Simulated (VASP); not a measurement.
# ZnS (P1) in VASP: notebook, part 2 of 2

VASP 6.6.1.

### Step 4. Single point, PBE

INCAR reads:

```
SYSTEM = ZnS
ALGO = Normal
EDIFF = 1E-6
ENCUT = 400
GGA = PE
GGA_COMPAT = .FALSE.
ISIF = 2
ISMEAR = -1
ISYM = -1
LASPH = .TRUE.
LCHARG = .FALSE.
LREAL = Auto
LWAVE = .FALSE.
NBANDS = 86
NELM = 120
PREC = Accurate
SIGMA = 0.2241
```

KPOINTS reads:

```
explicit points
4
Reciprocal
  0.25000000   0.25000000   0.25000000 2
  0.25000000   0.25000000   0.75000000 2
  0.25000000   0.75000000   0.25000000 2
  0.25000000   0.75000000   0.75000000 2
```

POSCAR reads:

```
ZnS
1.0
   -5.5839128285      5.5839128285      0.0000000000
   -5.5839128285      0.0000000000      5.5839128285
    0.0000000000      5.5839128285      5.5839128285
Zn S
8 8
Direct
    0.0205241385      0.0256563819     -0.0483503250
    0.5464052885      0.0189948345     -0.0294838951
    0.0320946092      0.4733314400      0.0026066847
   -0.0249155036      0.0872544065      0.4553982267
    0.6269704789      0.4984507433     -0.0980549870
    0.4936291244     -0.0102700385      0.5591632778
    0.0325584416      0.5849085758      0.3706383970
    0.4939448528      0.5435652549      0.4227911632
    0.7055793350      0.6344172283      0.0654421928
    0.2295299979      0.6569652164      0.0094690769
    0.6815886309      0.1647492589      0.0553240191
    0.6687222947      0.6740755301      0.5219936431
    0.1765451092      0.0666814672      0.1420528086
    0.1391695257      0.6804935207      0.5668708659
    0.6195426229      0.1931237168      0.5748001623
    0.1268758166      0.1976942574      0.6013606593
```

Potentials or basis: VASP PAW PBE potentials, release 64 (Zn, S).

On the command line:

```
$ cat potpaw_PBE.64/Zn/POTCAR potpaw_PBE.64/S/POTCAR > POTCAR
$ mpirun -np 1 vasp_std > vasp.out
```

OUTCAR:

```text
SYSTEM = ZnS
   EDIFF = 1E-6
   ENCUT = 400
   GGA = PE
   ISIF = 2
   ISMEAR = -1
   ISYM = -1
   LASPH = .TRUE.
   LREAL = Auto
   NELM = 120
   PREC = Accurate

 ion  position               nearest neighbor table
   1  0.021  0.026  0.952-  11 2.19  16 2.29  10 2.46  13 2.57
   2  0.546  0.019  0.971-  11 2.37  13 2.44   9 2.49  15 2.58
   3  0.032  0.473  0.003-   9 2.14  13 2.62  10 2.64  14 2.84
   4  0.975  0.087  0.455-  13 2.21  15 2.29  14 2.63  16 2.64
   5  0.627  0.498  0.902-  11 2.19   9 2.46  12 2.52  10 2.57
   6  0.494  0.990  0.559-  12 2.26  15 2.35  16 2.45
   7  0.033  0.585  0.371-  12 2.36  10 2.39  16 2.59  14 2.61
   8  0.494  0.544  0.423-  15 2.28  14 2.31   9 2.39  12 2.63
   9  0.706  0.634  0.065-   3 2.14   8 2.39   5 2.46   2 2.49
  10  0.230  0.657  0.009-   7 2.39   1 2.46   5 2.57   3 2.64
  11  0.682  0.165  0.055-   5 2.19   1 2.19   2 2.37
  12  0.669  0.674  0.522-   6 2.26   7 2.36   5 2.52   8 2.63
  13  0.177  0.067  0.142-   4 2.21   2 2.44   1 2.57   3 2.62
  14  0.139  0.680  0.567-   8 2.31   7 2.61   4 2.63   3 2.84
  15  0.620  0.193  0.575-   8 2.28   4 2.29   6 2.35   2 2.58
  16  0.127  0.198  0.601-   1 2.29   6 2.45   7 2.59   4 2.64

IMPORTANT INFORMATION: All symmetrisations will be switched off!
NOSYMM: (Re-)initialisation of all symmetry stuff for point group C_1.

----------------------------------------------------------------------------------------

                                     Primitive cell

  volume of cell :     348.2137

  direct lattice vectors                    reciprocal lattice vectors
    -5.583912828  5.583912828  0.000000000    -0.089542945  0.089542945 -0.089542945
    -5.583912828  0.000000000  5.583912828    -0.089542945 -0.089542945  0.089542945
     0.000000000  5.583912828  5.583912828     0.089542945  0.089542945  0.089542945

  length of vectors
     7.896845253  7.896845253  7.896845253     0.155092930  0.155092930  0.155092930

  position of ions in fractional coordinates (direct lattice)
     0.020524139  0.025656382  0.951649675
     0.546405288  0.018994834  0.970516105
     0.032094609  0.473331440  0.002606685
     0.975084496  0.087254407  0.455398227
     0.626970479  0.498450743  0.901945013
     0.493629124  0.989729961  0.559163278
[... 8 lines left out ...]
     0.619542623  0.193123717  0.574800162
     0.126875817  0.197694257  0.601360659

  ion indices of the primitive-cell ions
   primitive index   ion index
                 1           1
                 2           2
                 3           3
                 4           4
                 5           5
                 6           6
[... 8 lines left out ...]
                15          15
                16          16

----------------------------------------------------------------------------------------

 KPOINTS: explicit points

Read explicit list of k-points.

 Found      4 k-points:

 Following reciprocal coordinates:
            Coordinates               Weight
  0.250000  0.250000  0.250000      0.250000
  0.250000  0.250000  0.750000      0.250000
  0.250000  0.750000  0.250000      0.250000
  0.250000  0.750000  0.750000      0.250000
   k-points           NKPTS =      4   k-points in BZ     NKDIM =      4   number of bands    NBANDS=     86
   number of dos      NEDOS =    301   number of ions     NIONS =     16
   total plane-waves  NPLWV = 157464
   dimension x,y,z NGX =    54 NGY =   54 NGZ =   54
   dimension x,y,z NGXF=   108 NGYF=  108 NGZF=  108
   ions per type =               8   8
   NGX,Y,Z   is equivalent  to a cutoff of  11.37, 11.37, 11.37 a.u.
   NGXF,Y,Z  is equivalent  to a cutoff of  22.74, 22.74, 22.74 a.u.
 SYSTEM =  ZnS
   PREC   = accura    normal or accurate (medium, high low for compatibility)
   ISTART =      0    job   : 0-new  1-cont  2-samecut
   ICHARG =      2    charge: 1-file 2-atom 10-const
   ISPIN  =      1    spin polarized calculation?
   LNONCOLLINEAR =      F non collinear calculations
   LSORBIT =      F    spin-orbit coupling
   LASPH  =      T    aspherical Exc in radial PAW
   ENCUT  =  400.0 eV  29.40 Ry    5.42 a.u.  12.88 12.88 12.88*2*pi/ulx,y,z
   NELM   =    120;   NELMIN=  2; NELMDL= -5     # of ELM steps
   EDIFF  = 0.1E-05   stopping-criterion for ELM
   LREAL  =      T    real-space projection
   EDIFFG = 0.1E-04   stopping-criterion for IOM
   NSW    =      0    number of steps for IOM
   IBRION =     -1    ionic relax: 0-MD 1-quasi-New 2-CG
   NFREE  =      0    steps in history (QN), initial steepest desc. (CG)
   ISIF   =      2    stress and relaxation
   ISYM   =     -1    0-nonsym 1-usesym 2-fastsym
   POTIM  = 0.5000    time-step for ionic-motion
   TEBEG  =    0.0;   TEEND  =   0.0 temperature during run
   PSTRESS=    0.0 pullay stress
   NELECT =     144.0000    total number of electrons
   NUPDOWN=      -1.0000    fix difference up-down
   EMIN   =  10.00;   EMAX   =-10.00  energy-range for DOS
   EFERMI =   0.00;   METHOD = LEGACY
   ISMEAR =    -1;   SIGMA  =   0.22  broadening in eV -4-tet -1-fermi 0-gaus
   EFERMI_NEDOS =   21; number of points for ismear=-14 and -15
   IALGO  =     38    algorithm
   IMIX   =      4    mixing-type and parameters
     AMIX     =   0.40;   BMIX     =  1.00
     AMIX_MAG =   1.60;   BMIX_MAG =  1.00
  volume/ion in A,a.u.               =      21.76       146.87
  Fermi-wavevector in a.u.,A,eV,Ry     =   1.219683  2.304867 20.240395  1.487627
  Thomas-Fermi vector in A             =   2.354927
   LORBIT       =      0    0 simple, 1 ext, 2 COOP (PROOUT), +10 PAW based schemes
   GGA     = PE    functional components
   LHFCALC =     F    Hartree Fock is set to
   AEXX    =    0.0000 exact exchange contribution
   IVDW    =     0    specifies the selected vdW correction
   LEPSILON=     F    determine dielectric tensor
   LRPA    =     F    only Hartree local field effects (RPA)
 non-spin polarized calculation
  energy-cutoff  :      400.00
  volume of cell :      348.21
 maximum number of plane-waves:      6325
 NGX is ok and might be reduce to    54
   NGX = 25   NGY = 25   NGZ = 25

 number of electron     143.9999996 magnetization

 Free energy of the ion-electron system (eV)
  ---------------------------------------------------
  ext. energy  EPLUGINS =         0.00000000
  ---------------------------------------------------
  free energy    TOTEN  =       -51.17056096 eV

  energy without entropy =      -51.12736224  energy(sigma->0) =      -51.14896160

 E-fermi :   2.5601     XC(G=0):  -9.2161

 val. band max:        1.6203506854   @ k =   0.2500   0.2500   0.2500
 cond. band min:       3.3495089019   @ k =   0.2500   0.2500   0.2500
 fundamental gap:      1.7291582165
 Fermi energy:         2.5601334340

 k-point     1 :       0.2500    0.2500    0.2500
  band No.  band energies     occupation
      1     -11.4400      2.00000
      2     -10.9858      2.00000
      3     -10.8473      2.00000
      4     -10.6203      2.00000
      5     -10.5306      2.00000
      6     -10.1340      2.00000
[... 76 lines left out ...]
     83       6.0754      0.00000
     84       6.7508      0.00000

 k-point     2 :       0.2500    0.2500    0.7500
  band No.  band energies     occupation
      1     -11.3050      2.00000
      2     -11.0850      2.00000
      3     -10.7933      2.00000
      4     -10.6609      2.00000
      5     -10.5818      2.00000
      6     -10.1344      2.00000
[... 76 lines left out ...]
     83       6.5117      0.00000
     84       6.7177      0.00000

 k-point     3 :       0.2500    0.7500    0.2500
  band No.  band energies     occupation
      1     -11.2888      2.00000
      2     -11.1046      2.00000
      3     -10.7794      2.00000
      4     -10.6645      2.00000
      5     -10.5791      2.00000
      6     -10.1624      2.00000
[... 76 lines left out ...]
     83       6.6204      0.00000
     84       6.7722      0.00000

 k-point     4 :       0.2500    0.7500    0.7500
  band No.  band energies     occupation
      1     -11.3382      2.00000
      2     -10.9807      2.00000
      3     -10.8237      2.00000
      4     -10.6901      2.00000
      5     -10.5654      2.00000
      6     -10.2388      2.00000
[... 76 lines left out ...]
     83       6.6477      0.00000
     84       6.8188      0.00000
 [bands above 84 left out]

------------------------ aborting loop because EDIFF is reached ----------------------------------------

  FORCE on cell =-STRESS in cart. coord.  units (eV):
  Direction    XX          YY          ZZ          XY          YZ          ZX
  --------------------------------------------------------------------------------------
  -------------------------------------------------------------------------------------
  Total       -5.9251943     -7.2967551     -6.0814993      1.4428612     -2.1525517      3.4424176
  in kB      -27.2626013    -33.5733335    -27.9817814      6.6387951     -9.9041746     15.8390178
  external PRESSURE =     -29.6059054 kB  Pullay stress =       0.0000000 kB

 VOLUME and BASIS-vectors are now :
 -----------------------------------------------------------------------------
  energy-cutoff  :      400.00
  volume of cell :      348.21
      direct lattice vectors                 reciprocal lattice vectors
    -5.583912828  5.583912828  0.000000000    -0.089542945  0.089542945 -0.089542945
    -5.583912828  0.000000000  5.583912828    -0.089542945 -0.089542945  0.089542945
     0.000000000  5.583912828  5.583912828     0.089542945  0.089542945  0.089542945

 POSITION                                       TOTAL-FORCE (eV/Angst)
 -----------------------------------------------------------------------------------
     -0.25787      5.42853      5.45719        -0.390433      0.999301     -0.583933
     -3.15715      8.47036      5.52534        -0.241122     -0.118066      0.167602
     -2.82225      0.19377      2.65760        -1.600613      1.189896     -1.507968
     -5.93201      7.98769      3.03012         0.305593      1.539726      0.294856
     -6.28425      8.53733      7.81969        -0.505054     -1.050614      0.552438
     -8.28295      5.87870      8.64888        -0.319564     -1.132051      0.205397
[... 8 lines left out ...]
     -4.53786      6.66911      4.28802         0.793521      1.004195     -0.190783
     -1.81237      4.06641      4.46185        -0.358347     -0.372746     -1.345203
 -----------------------------------------------------------------------------------
    total drift:                                0.001037      0.000780     -0.001927

  FREE ENERGIE OF THE ION-ELECTRON SYSTEM (eV)
  ---------------------------------------------------
  free  energy   TOTEN  =       -51.1705609643 eV

  energy  without entropy=      -51.1273622372  energy(sigma->0) =      -51.14896160
```

It took 7.7 min on 1 thread of Intel Xeon 8259CL, shared host; peak memory 0.39 GiB.

What came out:

```yaml
Free_energy: -51.1706 eV
Pressure: -3.0 GPa
Largest_force: 2.513 eV/Å
Band_gap_on_the_k_mesh: 1.73 eV
```

Forces on the atoms (eV/Å):
```
Zn  -0.390  0.999 -0.584
Zn  -0.241 -0.118  0.168
Zn  -1.601  1.190 -1.508
Zn   0.306  1.540  0.295
Zn  -0.505 -1.051  0.552
Zn  -0.320 -1.132  0.205
Zn  -0.468  1.024  0.329
Zn  -0.268 -0.269  0.784
S    0.855 -1.646  0.937
S    1.200 -0.198  0.426
S    1.722  0.107  0.220
S    0.460  0.544  0.160
S   -1.833 -1.681 -0.357
S    0.648  0.059 -0.090
S    0.794  1.004 -0.191
S   -0.358 -0.373 -1.345
```

Caveat: the atoms stand as in a frame of molecular dynamics; a shifted mesh leaves out Γ, where band edges can lie; forces of over 1 eV/Å act on the atoms, so gaps and moduli don't describe the material at rest. A k mesh can miss the band edges.

### Step 5. Summary

```tsv
cell	gap on the mesh (eV)	pressure (GPa)	largest force (eV/Å)
as given, atomic positions A	1.88	-3.0	2.56
as given, atomic positions B	1.81	-2.9	3.09
as given, atomic positions C	1.73	-3.0	2.51
```

Alike in all rows: task single point; level PBE; potentials or basis VASP PAW PBE potentials, release 64 (Zn, S); no spin polarisation; k mesh 2 × 2 × 2, shifted; cutoff (eV) 400; smearing fermi-dirac 0.2241 eV.

Caveats: the atoms stand as in a frame of molecular dynamics; a shifted mesh leaves out Γ, where band edges can lie; forces of over 1 eV/Å act on the atoms, so gaps and moduli don't describe the material at rest; the cell stands under tension (at least some runs).

Absolute energies hang on the potentials; compare differences alone.
